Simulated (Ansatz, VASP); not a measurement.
**One calculation of HfO2, two programs**

```
CELL_PARAMETERS angstrom
0.00000 2.52918 2.52918
2.52918 0.00000 2.52918
2.52918 2.52918 0.00000
ATOMIC_POSITIONS crystal
Hf 0.00000 0.00000 0.00000
O 0.25000 0.25000 0.25000
O 0.75000 0.75000 0.75000
```

Alike in both runs: task single point; functional PBE; k mesh 6 × 6 × 6; occupations fermi-dirac, width 0.05 eV; no spin polarisation.

```csv
,VASP,Ansatz
version,VASP 6.6.1,Ansatz 0.2.0
potentials or method,"VASP PAW PBE potentials, release 64 (Hf_pv, O)",plane waves
plane-wave cutoff (eV),600,420
valence electrons in the cell,22,38
```

```csv
,VASP,Ansatz,Ansatz less VASP
gap on the k mesh at the Fermi level (eV),3.82,3.80,-0.019
pressure (GPa),1.9,6.0,+4.10
```

One of these differences is far larger than is usual between the two programs; its cause wasn't traced. VASP's potentials hold 22 valence electrons a cell and Ansatz's 38, so a difference there can come from the potentials and not from the codes.

Neither program's run includes spin-orbit coupling.
